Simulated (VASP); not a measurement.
Wanted: the native input for a VASP 6.6.1 run.

```yaml
Task: relaxation of cell and atoms
Functional: PBE
Potentials_or_basis: VASP PAW PBE potentials, release 64 (Hf_pv, Cl, F)
Cutoff: 600 eV
k_mesh: 4 × 4 × 4
Occupations: gaussian, width 0.1 eV
Spin: no spin polarisation
Dipole_correction: no
Further_INCAR_settings: ALGO = Normal; EDIFF = 1e-07; IBRION = 2; EDIFFG = -0.04; NSW = 90; ISIF = 3
```

The structure of HfCl4F lies in POSCAR:

```
HfCl4F
1.0
    0.0000000000      4.0897342100      4.0897342100
    4.0897342100      0.0000000000      4.0897342100
    4.0897342100      4.0897342100      0.0000000000
Hf Cl F
1 4 1
Direct
    0.2500000000      0.2500000000      0.2500000000
    0.8761717800      0.3714846700      0.8761717800
    0.8761717800      0.8761717800      0.3714846700
    0.8761717800      0.8761717800      0.8761717800
    0.3714846700      0.8761717800      0.8761717800
    0.5000000000      0.5000000000      0.5000000000
```

The input as run:

INCAR

```
PREC = Accurate
ENCUT = 600
EDIFF = 1E-7
ISMEAR = 0
SIGMA = 0.1
LREAL = F
LASPH = T
NELM = 100
ALGO = Normal
ISIF = 3
LWAVE = F
LCHARG = F
GGA = PE
IBRION = 2
NSW = 90
EDIFFG = -0.04
```

KPOINTS

```
Automatic mesh
0
Gamma
  4 4 4
```

Potentials or basis: VASP PAW PBE potentials, release 64 (Hf_pv, Cl, F).

Launch:

```console
$ cat potpaw_PBE.64/Hf_pv/POTCAR potpaw_PBE.64/Cl/POTCAR potpaw_PBE.64/F/POTCAR > POTCAR
$ mpirun -np 1 vasp_std > vasp.out
```

Results of the run:

The relaxed volume is 19.03 Å³/atom and the relaxed cell is a = 5.446 Å, b = 5.446 Å, c = 5.446 Å, α = 60.00°, β = 60.00°, γ = 60.00°. The space group after relaxing (to 0.05 Å) is F-43m (No. 216) and the energy gained by relaxing is 97.7 meV/atom. The ionic steps are 5. The pressure after relaxing is 0.1 GPa. The largest force after relaxing is 0.034 eV/Å.

Caveat: the volume moved by over 15 % at a fixed basis, so the end points are rough; an odd number of electrons without spin polarisation forces a metal; a magnetic or distorted state may lie lower.

It took 2.1 min on 1 thread of Intel(R) Xeon(R) 6975P-C (Granite Rapids), on a shared host, peak memory 0.36 GiB.
